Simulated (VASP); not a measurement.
# Al2Cu (I4/mcm) in VASP: notebook

Runs on Al2Cu. Level: PBE. Tasks: single point.

Everything below comes from runs of VASP 6.6.1. Logs are shortened: lines on timing, memory, paths and dates and some standing lists are left out, and cuts for length are marked.

## (1) The cell of the first run

Symmetry: I4/mcm, No. 140, tetragonal system. Conventional cell: a = 6.113 Å, b = 6.113 Å, c = 4.785 Å, α = 90.00°, β = 90.00°, γ = 90.00°. Al (site symmetry m2m) has 4 Cu at 2.59 Å and 11 Al at 2.74 to 3.25 Å within 3.4 Å. Cu (site symmetry 422) has 2 Cu at 2.39 Å and 8 Al at 2.59 Å within 3.2 Å.

## (2) Single point, PBE

INCAR

```
SYSTEM = Al2Cu
  PREC = Accurate
  ENCUT = 520
  EDIFF = 1E-6
  ISMEAR = 0
  SIGMA = 0.15
  LREAL = .False.
  LASPH = .True.
  NELM = 60
  ALGO = Fast
  ISIF = 2
  LWAVE = .False.
  LCHARG = .False.
  GGA = PE
  NBANDS = 26
```

KPOINTS

```
regular mesh
0
Gamma
  10 10 10
  0 0 0
```

POSCAR

```
Al2Cu
1.0
   -3.0564000000      3.0564000000      2.3924500000
    3.0564000000     -3.0564000000      2.3924500000
    3.0564000000      3.0564000000     -2.3924500000
Al Cu
4 2
Direct
    0.1587211657      0.6587211657      0.8174423314
    0.6587211657      0.8412788343      0.5000000000
    0.8412788343      0.3412788343      0.1825576686
    0.3412788343      0.1587211657      0.5000000000
    0.7500000000      0.7500000000      0.0000000000
    0.2500000000      0.2500000000      0.0000000000
```

Potentials or basis: VASP PAW PBE potentials, release 64 (Al, Cu).

The run is started by

```bash
> cat potpaw_PBE.64/Al/POTCAR potpaw_PBE.64/Cu/POTCAR > POTCAR
> mpirun -np 1 vasp_std > vasp.out
```

OUTCAR:

```text
SYSTEM = Al2Cu
   PREC = Accurate
   ENCUT = 520
   EDIFF = 1E-6
   ISMEAR = 0
   LREAL = .False.
   LASPH = .True.
   NELM = 60
   ISIF = 2
   GGA = PE

 ion  position               nearest neighbor table
   1  0.159  0.659  0.817-   5 2.59   6 2.59   5 2.59   6 2.59   3 2.74   3 2.87   3 2.87   4 3.08
                             2 3.08   2 3.08   4 3.08   4 3.25   2 3.25   2 3.25   4 3.25
   2  0.659  0.841  0.500-   6 2.59   5 2.59   5 2.59   6 2.59   4 2.74   4 2.87   4 2.87   3 3.08
                             1 3.08   1 3.08   3 3.08   1 3.25   3 3.25   1 3.25   3 3.25
   3  0.841  0.341  0.183-   5 2.59   6 2.59   5 2.59   6 2.59   1 2.74   1 2.87   1 2.87   2 3.08
                             4 3.08   4 3.08   2 3.08   2 3.25   4 3.25   4 3.25   2 3.25
   4  0.341  0.159  0.500-   5 2.59   6 2.59   6 2.59   5 2.59   2 2.74   2 2.87   2 2.87   3 3.08
                             1 3.08   1 3.08   3 3.08   1 3.25   3 3.25   3 3.25   1 3.25
   5  0.750  0.750  0.000-   6 2.39   6 2.39   1 2.59   2 2.59   3 2.59   4 2.59   2 2.59   4 2.59
                             1 2.59   3 2.59
   6  0.250  0.250  0.000-   5 2.39   5 2.39   1 2.59   3 2.59   4 2.59   3 2.59   4 2.59   1 2.59
                             2 2.59   2 2.59

  LATTYP: Found a body centered tetragonal cell.
 ALAT       =     6.1128000000
 C/A-ratio  =     0.7827673079

  Lattice vectors:

 A1 = (  -3.0564000000,   3.0564000000,   2.3924500000)
 A2 = (   3.0564000000,  -3.0564000000,   2.3924500000)
 A3 = (   3.0564000000,   3.0564000000,  -2.3924500000)

Analysis of symmetry for initial positions (statically):
=====================================================================
 Subroutine PRICEL returns:
 Original cell was already a primitive cell.

 Routine SETGRP: Setting up the symmetry group for a
 body centered tetragonal supercell.

 Subroutine GETGRP returns: Found 16 space group operations
 (whereof  8 operations were pure point group operations)
 out of a pool of 16 trial point group operations.

The static configuration has the point symmetry C_4h.
 The point group associated with its full space group is D_4h.

Analysis of symmetry for dynamics (positions and initial velocities):
=====================================================================
 Subroutine PRICEL returns:
 Original cell was already a primitive cell.

 Routine SETGRP: Setting up the symmetry group for a
 body centered tetragonal supercell.

 Subroutine GETGRP returns: Found 16 space group operations
 (whereof  8 operations were pure point group operations)
 out of a pool of 16 trial point group operations.

The dynamic configuration has the point symmetry C_4h.
 The point group associated with its full space group is D_4h.

[... 114 lines left out ...]
   POTIM  = 0.5000    time-step for ionic-motion
   TEBEG  =    0.0;   TEEND  =   0.0 temperature during run
   PSTRESS=    0.0 pullay stress
   NELECT =      34.0000    total number of electrons
   NUPDOWN=      -1.0000    fix difference up-down
   EMIN   =  10.00;   EMAX   =-10.00  energy-range for DOS
   EFERMI =   0.00;   METHOD = LEGACY
   ISMEAR =     0;   SIGMA  =   0.15  broadening in eV -4-tet -1-fermi 0-gaus
   EFERMI_NEDOS =   21; number of points for ismear=-14 and -15
   IALGO  =     68    algorithm
   IMIX   =      4    mixing-type and parameters
     AMIX     =   0.40;   BMIX     =  1.00
     AMIX_MAG =   1.60;   BMIX_MAG =  1.00
  volume/ion in A,a.u.               =      14.90       100.55
  Fermi-wavevector in a.u.,A,eV,Ry     =   1.186115  2.241432 19.141605  1.406868
  Thomas-Fermi vector in A             =   2.322294
   LORBIT       =      0    0 simple, 1 ext, 2 COOP (PROOUT), +10 PAW based schemes
   GGA     = PE    functional components
   LHFCALC =     F    Hartree Fock is set to
   AEXX    =    0.0000 exact exchange contribution
   IVDW    =     0    specifies the selected vdW correction
   LEPSILON=     F    determine dielectric tensor
   LRPA    =     F    only Hartree local field effects (RPA)
 non-spin polarized calculation
 RMM-DIIS sequential band-by-band and
 Gauss-broadening in eV      SIGMA  =   0.15
  energy-cutoff  :      520.00
  volume of cell :       89.40
 maximum number of plane-waves:      2425
 NGX is ok and might be reduce to    40
   NGX = 19   NGY = 19   NGZ = 19

 number of electron      34.0000003 magnetization

 Free energy of the ion-electron system (eV)
  ---------------------------------------------------
  ext. energy  EPLUGINS =         0.00000000
  ---------------------------------------------------
  free energy    TOTEN  =       -23.37234873 eV

  energy without entropy =      -23.35155361  energy(sigma->0) =      -23.36195117

 E-fermi :   8.0197     XC(G=0): -10.8572

 val. band max:        8.0181200122   @ k =  -0.4000   0.4000   0.2000
 cond. band min:       8.0277557014   @ k =  -0.4000  -0.4000   0.1000
 fundamental gap:      0.0096356892
 Fermi energy:         8.0197488987

 k-point     1 :       0.0000    0.0000    0.0000
  band No.  band energies     occupation
      1      -2.7717      2.00000
      2       2.6254      2.00000
      3       2.8279      2.00000
      4       2.8864      2.00000
      5       2.8864      2.00000
      6       3.7764      2.00000
[... 685 lines left out ...]
     25      14.6967      0.00000
     26      14.8981      0.00000

 [... further k-points ...]

------------------------ aborting loop because EDIFF is reached ----------------------------------------

  FORCE on cell =-STRESS in cart. coord.  units (eV):
  Direction    XX          YY          ZZ          XY          YZ          ZX
  --------------------------------------------------------------------------------------
  -------------------------------------------------------------------------------------
  Total       -0.6427026     -0.6427026      1.6529610      0.0000000      0.0000000      0.0000000
  in kB      -11.5185388    -11.5185388     29.6244266      0.0000000      0.0000000      0.0000000
  external PRESSURE =       2.1957830 kB  Pullay stress =       0.0000000 kB

 VOLUME and BASIS-vectors are now :
 -----------------------------------------------------------------------------
  energy-cutoff  :      520.00
  volume of cell :       89.40
      direct lattice vectors                 reciprocal lattice vectors
    -3.056400000  3.056400000  2.392450000     0.000000000  0.163591153  0.208990784
     3.056400000 -3.056400000  2.392450000     0.163591153  0.000000000  0.208990784
     3.056400000  3.056400000 -2.392450000     0.163591153  0.163591153  0.000000000

 POSITION                                       TOTAL-FORCE (eV/Angst)
 -----------------------------------------------------------------------------------
      4.02663      0.97023      0.00000        -0.061662     -0.061662      0.000000
      2.08617      0.97023      2.39245         0.061662     -0.061662     -0.000000
     -0.97023      2.08617      2.39245         0.061662      0.061662      0.000000
      0.97023      2.08617      0.00000        -0.061662      0.061662     -0.000000
      0.00000      0.00000      3.58868        -0.000000      0.000000     -0.000000
      0.00000      0.00000      1.19623        -0.000000      0.000000     -0.000000
 -----------------------------------------------------------------------------------
    total drift:                               -0.000000     -0.000000      0.000000

  FREE ENERGIE OF THE ION-ELECTRON SYSTEM (eV)
  ---------------------------------------------------
  free  energy   TOTEN  =       -23.3723487330 eV

  energy  without entropy=      -23.3515536112  energy(sigma->0) =      -23.36195117
```

stdout:

```text
POSCAR found type information on POSCAR AlCu
 POSCAR found :  2 types and       6 ions
 scaLAPACK will be used
 LDA part: xc-table for (Slater+PW92), standard interpolation
 POSCAR, INCAR and KPOINTS ok, starting setup
 FFT: planning ... GRIDC
 FFT: planning ... GRID_SOFT
 FFT: planning ... GRID
 WAVECAR not read
 entering main loop
```

Wall time 5.4 min (1 thread of AMD EPYC 7R13 (Zen 3), shared host); peak memory 0.34 GiB.

What came out:

```yaml
Free_energy: -23.3723 eV
Pressure: 0.2 GPa
Largest_force: 0.087 eV/Å
Band_gap_on_the_k_mesh: zero (bands 17 and 18 overlap by 4.61 eV)
```

Forces on the atoms (eV/Å):
```
Al  -0.062 -0.062  0.000
Al   0.062 -0.062  0.000
Al   0.062  0.062  0.000
Al  -0.062  0.062  0.000
Cu   0.000  0.000  0.000
Cu   0.000  0.000  0.000
```

## (3) Single point, PBE

INCAR

```
SYSTEM = Al2Cu
  ALGO = Fast
  EDIFF = 1E-6
  ENCUT = 520
  GGA = PE
  ISIF = 2
  ISMEAR = 0
  LASPH = .True.
  LCHARG = .False.
  LREAL = .False.
  LWAVE = .False.
  NBANDS = 26
  NELM = 100
  PREC = Accurate
  SIGMA = 0.15
```

KPOINTS

```
k-points
0
Gamma
  10 10 10
  0 0 0
```

POSCAR: that of step 2 with these lines changed.

```diff
@@ -2,5 +2,5 @@
 1.0
-   -3.0564000000      3.0564000000      2.3924500000
-    3.0564000000     -3.0564000000      2.3924500000
-    3.0564000000      3.0564000000     -2.3924500000
+   -2.9959000000      2.9959000000      2.4901000000
+    2.9959000000     -2.9959000000      2.4901000000
+    2.9959000000      2.9959000000     -2.4901000000
 Al Cu
```

Potentials or basis: VASP PAW PBE potentials, release 64 (Al, Cu).

The run is started by

```bash
> cat potpaw_PBE.64/Al/POTCAR potpaw_PBE.64/Cu/POTCAR > POTCAR
> mpirun -np 1 vasp_std > vasp.out
```

Wall time 6.2 min (1 thread of AMD EPYC 7R13 (Zen 3), shared host); peak memory 0.34 GiB.

The run converged. Its results:

| Item | Value |
| --- | --- |
| Free energy | -23.3748 eV |
| Pressure | 0.3 GPa |
| Largest force | 0.071 eV/Å |
| Band gap on the k mesh | zero (bands 17 and 18 overlap by 4.04 eV) |

Forces in eV/Å, atoms in the order of the input:
```
Al   0.050  0.050  0.000
Al  -0.050  0.050  0.000
Al  -0.050 -0.050  0.000
Al   0.050 -0.050  0.000
Cu   0.000  0.000  0.000
Cu   0.000  0.000  0.000
```

Stress tensor (GPa, compression positive):
```
 1.42  0.00  0.00
 0.00  1.42  0.00
 0.00  0.00 -2.09
```

Levels at points of the mesh, in eV from the Fermi level:
```tsv
k point	band 13	band 14	band 15	band 16	band 17	band 18	band 19	band 20	band 21	band 22
(0.00, 0.00, 0.00)	-2.72	-1.75	-1.49	-1.23	-1.23	-0.88	-0.33	0.10	1.28	1.28
(0.50, 0.00, 0.00)	-3.00	-3.00	-2.54	-2.54	0.37	0.37	3.97	3.97	4.33	4.33
(0.50, 0.50, 0.00)	-3.02	-2.86	-1.30	-1.21	-0.87	-0.81	1.02	1.51	4.75	4.80
(0.50, 0.50, 0.50)	-3.25	-3.25	-3.25	-1.90	2.46	2.98	2.98	3.44	3.91	4.57
```

## (4) Single point, PBE

INCAR

```
SYSTEM = Al2Cu
ALGO = Fast
EDIFF = 1E-7
ENCUT = 520
GGA = PE
ISIF = 2
ISMEAR = 0
LASPH = .True.
LCHARG = .True.
LELF = .True.
LREAL = .False.
LVHAR = .True.
LWAVE = .False.
NBANDS = 26
NELM = 80
PREC = Accurate
SIGMA = 0.15
```

KPOINTS is that of step 3.

POSCAR: that of step 3 with these lines changed.

```diff
@@ -2,5 +2,5 @@
 1.0
-   -2.9959000000      2.9959000000      2.4901000000
-    2.9959000000     -2.9959000000      2.4901000000
-    2.9959000000      2.9959000000     -2.4901000000
+   -2.9656500000      2.9656500000      2.5389500000
+    2.9656500000     -2.9656500000      2.5389500000
+    2.9656500000      2.9656500000     -2.5389500000
 Al Cu
```

The run is started by

```bash
> cat potpaw_PBE.64/Al/POTCAR potpaw_PBE.64/Cu/POTCAR > POTCAR
> mpirun -np 1 vasp_std > vasp.out
```

It took 5.4 min on 1 thread of AMD EPYC 7R13 (Zen 3), shared host; peak memory 0.31 GiB.

Results (log left out):

| Property | Result |
| --- | --- |
| Free energy | -23.3173 eV |
| Pressure | 0.6 GPa |
| Largest force | 0.163 eV/Å |
| Band gap on the k mesh | zero (bands 17 and 18 overlap by 3.77 eV) |

Forces in eV/Å, atoms in the order of the input:
```
Al   0.115  0.115  0.000
Al  -0.115  0.115  0.000
Al  -0.115 -0.115  0.000
Al   0.115 -0.115  0.000
Cu   0.000  0.000  0.000
Cu   0.000  0.000  0.000
```

Stress tensor (GPa, compression positive):
```
 2.84  0.00  0.00
 0.00  2.84  0.00
 0.00  0.00 -3.80
```

Levels at points of the mesh, in eV from the Fermi level:
| k point | band 15 | band 16 | band 17 | band 18 | band 19 | band 20 |
| --- | --- | --- | --- | --- | --- | --- |
| (0.00, 0.00, 0.00) | -1.62 | -1.32 | -1.32 | -1.08 | -0.24 | 0.08 |
| (0.50, 0.00, 0.00) | -2.54 | -2.54 | 0.44 | 0.44 | 3.54 | 3.54 |
| (0.50, 0.50, 0.00) | -1.47 | -1.07 | -0.99 | -0.72 | 1.19 | 1.71 |
| (0.50, 0.50, 0.50) | -3.23 | -2.04 | 2.31 | 2.95 | 2.95 | 3.52 |

Caveat: the stress differs along the axes, from -4 to 3 GPa.

## (5) Single point, PBE

INCAR

```
SYSTEM = Al2Cu
PREC = Accurate
ENCUT = 520
EDIFF = 1E-7
ISMEAR = 0
SIGMA = 0.15
LREAL = .FALSE.
LASPH = .TRUE.
NELM = 100
ALGO = Fast
ISIF = 2
LWAVE = .FALSE.
LCHARG = .TRUE.
GGA = PE
LELF = .TRUE.
LVHAR = .TRUE.
NBANDS = 26
```

KPOINTS

```
regular mesh
0
G
  10 10 10
  0 0 0
```

POSCAR: that of step 4 with these lines changed.

```diff
@@ -2,5 +2,5 @@
 1.0
-   -2.9656500000      2.9656500000      2.5389500000
-    2.9656500000     -2.9656500000      2.5389500000
-    2.9656500000      2.9656500000     -2.5389500000
+   -3.0867000000      3.0867000000      2.3436500000
+    3.0867000000     -3.0867000000      2.3436500000
+    3.0867000000      3.0867000000     -2.3436500000
 Al Cu
```

The run is started by

```bash
> cat potpaw_PBE.64/Al/POTCAR potpaw_PBE.64/Cu/POTCAR > POTCAR
> mpirun -np 1 vasp_std > vasp.out
```

Run time: 6.4 min. Hardware: 1 thread of AMD EPYC 7R13 (Zen 3), shared host; peak memory 0.34 GiB.

The run converged. Its results:

- Free energy: -23.2981 eV
- Pressure: 0.6 GPa
- Largest force: 0.165 eV/Å
- Band gap on the k mesh: zero (bands 17 and 18 overlap by 4.76 eV)

Forces on the atoms (eV/Å):
```
Al  -0.117 -0.117  0.000
Al   0.117 -0.117  0.000
Al   0.117  0.117  0.000
Al  -0.117  0.117  0.000
Cu   0.000  0.000  0.000
Cu   0.000  0.000  0.000
```

Stress tensor (GPa, compression positive):
```
-2.36  0.00  0.00
 0.00 -2.36  0.00
 0.00  0.00  6.67
```

Levels at points of the mesh, in eV from the Fermi level:
| k point | band 15 | band 16 | band 17 | band 18 | band 19 | band 20 |
| --- | --- | --- | --- | --- | --- | --- |
| (0.00, 0.00, 0.00) | -1.10 | -1.09 | -1.09 | -1.04 | -0.09 | 0.04 |
| (0.50, 0.00, 0.00) | -2.70 | -2.70 | -0.04 | -0.04 | 3.57 | 3.57 |
| (0.50, 0.50, 0.00) | -1.83 | -1.67 | -0.76 | -0.44 | 0.31 | 0.73 |
| (0.50, 0.50, 0.50) | -3.14 | -1.68 | 2.77 | 2.96 | 2.96 | 3.09 |

Caveat: the stress differs along the axes, from -2 to 7 GPa.

## (6) Overview

```csv
cell,further INCAR settings,gap on the mesh (eV),pressure (GPa),largest force (eV/Å)
"a = 4.940 Å, angles 103.6, 103.6, 122.1°, 6 atoms",ALGO = Fast; EDIFF = 1e-06; NBANDS = 26,none,0.2,0.09
"a = 4.914 Å, angles 104.9, 104.9, 119.1°, 6 atoms",ALGO = Fast; EDIFF = 1e-06; NBANDS = 26,none,0.3,0.07
"a = 4.903 Å, angles 105.6, 105.6, 117.6°, 6 atoms",ALGO = Fast; EDIFF = 1e-07; NBANDS = 26,none,0.6,0.16
"a = 4.955 Å, angles 102.9, 102.9, 123.5°, 6 atoms",ALGO = Fast; EDIFF = 1e-07; NBANDS = 26,none,0.6,0.16
```

Alike in all rows: task single point; level PBE; potentials or basis VASP PAW PBE potentials, release 64 (Al, Cu); no spin polarisation; k mesh 10 × 10 × 10; cutoff (eV) 520; smearing gaussian 0.15 eV.

Caveats: the stress differs along the axes, from -4 to 3 GPa (at least some runs); the stress differs along the axes, from -2 to 7 GPa (at least some runs).

Total energies depend on the potentials used, so only differences within one code and one set of settings carry meaning.

The gap in the log of VASP goes by the Fermi energy; the results here count the filled bands.